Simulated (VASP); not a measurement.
# HgTe (Cmcm) in VASP: further runs

Runs on HgTe. Level: r2SCAN+D3(BJ). Tasks: single point.

Program: VASP 6.6.1. These are calculated values, not measurements. Logs are shortened: lines on timing, memory, paths and dates and some standing lists are left out, and cuts for length are marked.

**1. The cell of the first run**

It takes space group Cmcm (No. 63, orthorhombic). Conventional cell: a = 5.863 Å, b = 6.792 Å, c = 5.680 Å, α = 90.00°, β = 90.00°, γ = 90.00°. Within 3.9 Å of Hg (site symmetry m2m) lie 6 Te at 2.96 to 3.79 Å and 2 Hg at 3.55 Å. Within 3.9 Å of Te (site symmetry m2m) lie 6 Hg at 2.96 to 3.79 Å.

**2. Single point, r2SCAN+D3(BJ)**

POSCAR

```
HgTe
1.0
    2.9314290629     -3.3961554883      0.0000000000
    2.9314290629      3.3961554883      0.0000000000
    0.0000000000      0.0000000000      5.6797940534
Hg Te
2 2
Direct
    0.3430500000      0.6569500000      0.7500000000
    0.6569500000      0.3430500000      0.2500000000
    0.7848090000      0.2151910000      0.7500000000
    0.2151910000      0.7848090000      0.2500000000
```

INCAR.step1

```
PREC = Accurate
ENCUT = 520
ISMEAR = -1
SIGMA = 0.05
LREAL = False
LASPH = True
NELM = 80
NBANDS = 26
GGA = PE
ALGO = Normal
EDIFF = 1E-4
LWAVE = True
LCHARG = False
```

INCAR.step2

```
PREC = Accurate
ENCUT = 520
EDIFF = 1E-6
ISMEAR = -1
SIGMA = 0.05
LREAL = False
LASPH = True
NELM = 80
ALGO = Normal
ISIF = 2
LWAVE = False
LCHARG = False
METAGGA = R2SCAN
LMIXTAU = True
IVDW = 12
VDW_S6 = 1.0
VDW_S8 = 0.78981345
VDW_A1 = 0.49484001
VDW_A2 = 5.73083694
NBANDS = 26
ISTART = 1
```

KPOINTS

```
regular mesh
0
Gamma
  4 4 4
```

Potentials or basis: VASP PAW PBE potentials, release 64 (Hg, Te).

The run is started by

```
$ cat potpaw_PBE.64/Hg/POTCAR potpaw_PBE.64/Te/POTCAR > POTCAR
$ cp INCAR.step1 INCAR
$ mpirun -np 1 vasp_std > vasp.out
$ cp INCAR.step2 INCAR
$ mpirun -np 1 vasp_std > vasp.out
```

OUTCAR:

```text
PREC = Accurate
   ENCUT = 520
   EDIFF = 1E-6
   ISMEAR = -1
   LREAL = False
   LASPH = True
   NELM = 80
   ISIF = 2
   METAGGA = R2SCAN
   IVDW = 12
   ISTART = 1
 IVDW          = 12

 ion  position               nearest neighbor table
   1  0.343  0.657  0.750-   3 2.96   3 2.96   4 2.97   4 2.97   3 3.00   2 3.55   2 3.55
   2  0.657  0.343  0.250-   4 2.96   4 2.96   3 2.97   3 2.97   4 3.00   1 3.55   1 3.55
   3  0.785  0.215  0.750-   1 2.96   1 2.96   2 2.97   2 2.97   1 3.00
   4  0.215  0.785  0.250-   2 2.96   2 2.96   1 2.97   1 2.97   2 3.00

  LATTYP: Found a base centered orthorhombic cell.
 ALAT       =     5.8628581258
 B/A-ratio  =     1.1585323797
 C/A-ratio  =     0.9687756264

  Lattice vectors:

 A1 = (   2.9314290629,  -3.3961554883,   0.0000000000)
 A2 = (   2.9314290629,   3.3961554883,   0.0000000000)
 A3 = (   0.0000000000,   0.0000000000,   5.6797940534)

Analysis of symmetry for initial positions (statically):
=====================================================================
 Subroutine PRICEL returns:
 Original cell was already a primitive cell.

 Routine SETGRP: Setting up the symmetry group for a
 base centered orthorhombic supercell.

 Subroutine GETGRP returns: Found  8 space group operations
 (whereof  4 operations were pure point group operations)
 out of a pool of  8 trial point group operations.

The static configuration has the point symmetry C_2h.
 The point group associated with its full space group is D_2h.

Analysis of symmetry for dynamics (positions and initial velocities):
=====================================================================
 Subroutine PRICEL returns:
 Original cell was already a primitive cell.

 Routine SETGRP: Setting up the symmetry group for a
 base centered orthorhombic supercell.

 Subroutine GETGRP returns: Found  8 space group operations
 (whereof  4 operations were pure point group operations)
 out of a pool of  8 trial point group operations.

The dynamic configuration has the point symmetry C_2h.
 The point group associated with its full space group is D_2h.

 Subroutine INISYM returns: Found  8 space group operations
 (whereof  4 operations are pure point group operations),
 and found     1 'primitive' translations

----------------------------------------------------------------------------------------

                                     Primitive cell

  volume of cell :     113.0914

  direct lattice vectors                    reciprocal lattice vectors
     2.931429063 -3.396155488  0.000000000     0.170565274 -0.147225297  0.000000000
     2.931429063  3.396155488  0.000000000     0.170565274  0.147225297  0.000000000
     0.000000000  0.000000000  5.679794053     0.000000000  0.000000000  0.176062722

  length of vectors
     4.486329062  4.486329062  5.679794053     0.225317111  0.225317111  0.176062722

  position of ions in fractional coordinates (direct lattice)
     0.343050000  0.656950000  0.750000000
     0.656950000  0.343050000  0.250000000
     0.784809000  0.215191000  0.750000000
     0.215191000  0.784809000  0.250000000

  ion indices of the primitive-cell ions
   primitive index   ion index
                 1           1
                 2           2
                 3           3
                 4           4

----------------------------------------------------------------------------------------

 KPOINTS: regular mesh

Automatic generation of k-mesh.
 Grid dimensions read from file:
 generate k-points for:    4    4    4

 Generating k-lattice:

  Cartesian coordinates                     Fractional coordinates (reciprocal lattice)
     0.042641318 -0.036806324  0.000000000     0.250000000  0.000000000  0.000000000
     0.042641318  0.036806324  0.000000000     0.000000000  0.250000000  0.000000000
     0.000000000  0.000000000  0.044015680     0.000000000  0.000000000  0.250000000

  Length of vectors
     0.056329278  0.056329278  0.044015680

  Shift w.r.t. Gamma in fractional coordinates (k-lattice)
     0.000000000  0.000000000  0.000000000

 Subroutine IBZKPT returns following result:
 ===========================================

 Found     21 irreducible k-points:

 Following reciprocal coordinates:
            Coordinates               Weight
  0.000000  0.000000  0.000000      1.000000
  0.250000  0.000000  0.000000      4.000000
  0.500000  0.000000  0.000000      2.000000
  0.250000  0.250000  0.000000      2.000000
  0.500000  0.250000  0.000000      4.000000
 -0.250000  0.250000  0.000000      2.000000
[... 13 lines left out ...]
 -0.250000  0.250000  0.500000      2.000000
  0.500000  0.500000  0.500000      1.000000
   k-points           NKPTS =     21   k-points in BZ     NKDIM =     21   number of bands    NBANDS=     26
   number of dos      NEDOS =    301   number of ions     NIONS =      4
   total plane-waves  NPLWV =  54432
   dimension x,y,z NGX =    36 NGY =   36 NGZ =   42
   dimension x,y,z NGXF=    72 NGYF=   72 NGZF=   84
   ions per type =               2   2
   NGX,Y,Z   is equivalent  to a cutoff of  13.34, 13.34, 12.29 a.u.
   NGXF,Y,Z  is equivalent  to a cutoff of  26.68, 26.68, 24.59 a.u.
 SYSTEM =  unknown system
   PREC   = accura    normal or accurate (medium, high low for compatibility)
   ISTART =      1    job   : 0-new  1-cont  2-samecut
   ICHARG =      0    charge: 1-file 2-atom 10-const
   ISPIN  =      1    spin polarized calculation?
   LNONCOLLINEAR =      F non collinear calculations
   LSORBIT =      F    spin-orbit coupling
   LASPH  =      T    aspherical Exc in radial PAW
   ENCUT  =  520.0 eV  38.22 Ry    6.18 a.u.   8.34  8.34 10.56*2*pi/ulx,y,z
   NELM   =     80;   NELMIN=  2; NELMDL=  0     # of ELM steps
   EDIFF  = 0.1E-05   stopping-criterion for ELM
   LREAL  =      F    real-space projection
   EDIFFG = 0.1E-04   stopping-criterion for IOM
   NSW    =      0    number of steps for IOM
   IBRION =     -1    ionic relax: 0-MD 1-quasi-New 2-CG
   NFREE  =      0    steps in history (QN), initial steepest desc. (CG)
   ISIF   =      2    stress and relaxation
   ISYM   =      2    0-nonsym 1-usesym 2-fastsym
   POTIM  = 0.5000    time-step for ionic-motion
   TEBEG  =    0.0;   TEEND  =   0.0 temperature during run
   PSTRESS=    0.0 pullay stress
   NELECT =      36.0000    total number of electrons
   NUPDOWN=      -1.0000    fix difference up-down
   EMIN   =  10.00;   EMAX   =-10.00  energy-range for DOS
   EFERMI =   0.00;   METHOD = LEGACY
   ISMEAR =    -1;   SIGMA  =   0.05  broadening in eV -4-tet -1-fermi 0-gaus
   EFERMI_NEDOS =   21; number of points for ismear=-14 and -15
   IALGO  =     38    algorithm
   IMIX   =      4    mixing-type and parameters
     AMIX     =   0.40;   BMIX     =  1.00
     AMIX_MAG =   1.60;   BMIX_MAG =  1.00
  volume/ion in A,a.u.               =      28.27       190.79
  Fermi-wavevector in a.u.,A,eV,Ry     =   1.117804  2.112344 17.000299  1.249487
  Thomas-Fermi vector in A             =   2.254430
   LORBIT       =      0    0 simple, 1 ext, 2 COOP (PROOUT), +10 PAW based schemes
   METAGGA = R2SCAN    functional components
   LHFCALC =     F    Hartree Fock is set to
   AEXX    =    0.0000 exact exchange contribution
   IVDW    =    12    specifies the selected vdW correction
   LEPSILON=     F    determine dielectric tensor
   LRPA    =     F    only Hartree local field effects (RPA)
 non-spin polarized calculation
  energy-cutoff  :      520.00
  volume of cell :      113.09
 maximum number of plane-waves:      3071
 NGX is ok and might be reduce to    36
   NGX = 17   NGY = 17   NGZ = 21

 number of electron      36.0000005 magnetization

 Free energy of the ion-electron system (eV)
  ---------------------------------------------------
  ext. energy  EPLUGINS =         0.00000000
  ---------------------------------------------------
  free energy    TOTEN  =      -149.62644856 eV

  energy without entropy =     -149.61539374  energy(sigma->0) =     -149.62092115

 E-fermi :   4.3948     XC(G=0): -10.4129

 val. band max:        4.2928065946   @ k =   0.2500   0.0000   0.2500
 cond. band min:       4.4597871792   @ k =   0.5000   0.2500   0.0000
 fundamental gap:      0.1669805846
 Fermi energy:         4.3948145987

 k-point     1 :       0.0000    0.0000    0.0000
  band No.  band energies     occupation
      1      -8.2970      2.00000
      2      -7.0061      2.00000
      3      -3.0347      2.00000
      4      -2.9273      2.00000
      5      -2.9076      2.00000
      6      -2.8403      2.00000
[... 18 lines left out ...]
     25      11.7858      0.00000
     26      12.0924      0.00000

 k-point     2 :       0.2500    0.0000    0.0000
  band No.  band energies     occupation
      1      -7.9700      2.00000
      2      -6.9701      2.00000
      3      -3.1710      2.00000
      4      -3.0430      2.00000
      5      -2.9518      2.00000
      6      -2.8347      2.00000
[... 18 lines left out ...]
     25      11.7179      0.00000
     26      11.8407      0.00000

 k-point     3 :       0.5000    0.0000    0.0000
  band No.  band energies     occupation
      1      -7.3144      2.00000
      2      -7.2330      2.00000
      3      -3.2677      2.00000
      4      -3.1343      2.00000
      5      -3.0165      2.00000
      6      -2.9879      2.00000
[... 18 lines left out ...]
     25      10.4659      0.00000
     26      11.3218      0.00000

 k-point     4 :       0.2500    0.2500    0.0000
  band No.  band energies     occupation
      1      -7.5900      2.00000
      2      -7.0064      2.00000
      3      -3.2386      2.00000
      4      -3.1447      2.00000
      5      -3.0192      2.00000
      6      -2.7931      2.00000
[... 18 lines left out ...]
     25      11.1013      0.00000
     26      12.5070      0.00000
[... 409 lines left out ...]
      1      -7.0674      2.00000
      2      -7.0674      2.00000
      3      -3.2207      2.00000
      4      -3.2207      2.00000
      5      -2.9742      2.00000
      6      -2.9742      2.00000
[... 18 lines left out ...]
     25      12.0819      0.00000
     26      12.0819      0.00000

 k-point    20 :      -0.2500    0.2500    0.5000
  band No.  band energies     occupation
      1      -7.2945      2.00000
      2      -7.2945      2.00000
      3      -3.1938      2.00000
      4      -3.1938      2.00000
      5      -2.8869      2.00000
      6      -2.8869      2.00000
[... 18 lines left out ...]
     25      11.1405      0.00000
     26      11.1405      0.00000

 k-point    21 :       0.5000    0.5000    0.5000
  band No.  band energies     occupation
      1      -7.0965      2.00000
      2      -7.0965      2.00000
      3      -3.1976      2.00000
      4      -3.1976      2.00000
      5      -2.7989      2.00000
      6      -2.7989      2.00000
[... 18 lines left out ...]
     25      12.2191      0.00000
     26      12.2191      0.00000

------------------------ aborting loop because EDIFF is reached ----------------------------------------

 Edisp (eV)   -0.82779

 E8    (eV) :    -0.2973

  FORCE on cell =-STRESS in cart. coord.  units (eV):
  Direction    XX          YY          ZZ          XY          YZ          ZX
  --------------------------------------------------------------------------------------
  -------------------------------------------------------------------------------------
  Total       0.78552     0.62050     0.56823     0.00000     0.00000     0.00000
  in kB      11.12859     8.79063     8.05016     0.00000     0.00000     0.00000
  external pressure =        9.32 kB  Pullay stress =        0.00 kB

 VOLUME and BASIS-vectors are now :
 -----------------------------------------------------------------------------
  energy-cutoff  :      520.00
  volume of cell :      113.09
      direct lattice vectors                 reciprocal lattice vectors
     2.931429063 -3.396155488  0.000000000     0.170565274 -0.147225297  0.000000000
     2.931429063  3.396155488  0.000000000     0.170565274  0.147225297  0.000000000
     0.000000000  0.000000000  5.679794053     0.000000000  0.000000000  0.176062722

 POSITION                                       TOTAL-FORCE (eV/Angst)
 -----------------------------------------------------------------------------------
      2.93143      1.06605      4.25985         0.000000      0.034908      0.000000
      2.93143     -1.06605      1.41995         0.000000     -0.034908      0.000000
      2.93143     -1.93451      4.25985         0.000000     -0.088470      0.000000
      2.93143      1.93451      1.41995         0.000000      0.088470      0.000000
 -----------------------------------------------------------------------------------
    total drift:                                0.000000     -0.000000     -0.000000

  FREE ENERGIE OF THE ION-ELECTRON SYSTEM (eV)
  ---------------------------------------------------
  free  energy   TOTEN  =      -150.4542381473 eV

  energy  without entropy=     -150.4431833322  energy(sigma->0) =     -150.44871074
```

Wall time 2.4 min (1 thread of Intel Xeon 6975P-C, shared host); peak memory 0.27 GiB.

Results:

```
Free energy                : -150.4542 eV
Pressure                   : 0.9 GPa
Largest force              : 0.088 eV/Å
Band gap on the k mesh     : zero (band 18 reaches 4.78 eV, above the bottom of band 19 at 2.52 eV)
Dispersion energy per atom : -0.207 eV
```

Forces on the atoms (eV/Å):
```
Hg   0.000  0.035  0.000
Hg   0.000 -0.035  0.000
Te   0.000 -0.088  0.000
Te   0.000  0.088  0.000
```

Caveat: three body term missing; the PAW data sets were made with another functional, which shifts forces and pressure a little; spin-orbit coupling is left out, which moves the levels of the heavy elements; pairwise dispersion overbinds metals, which lowers pressure and volume.

[end of part 1 of 3]
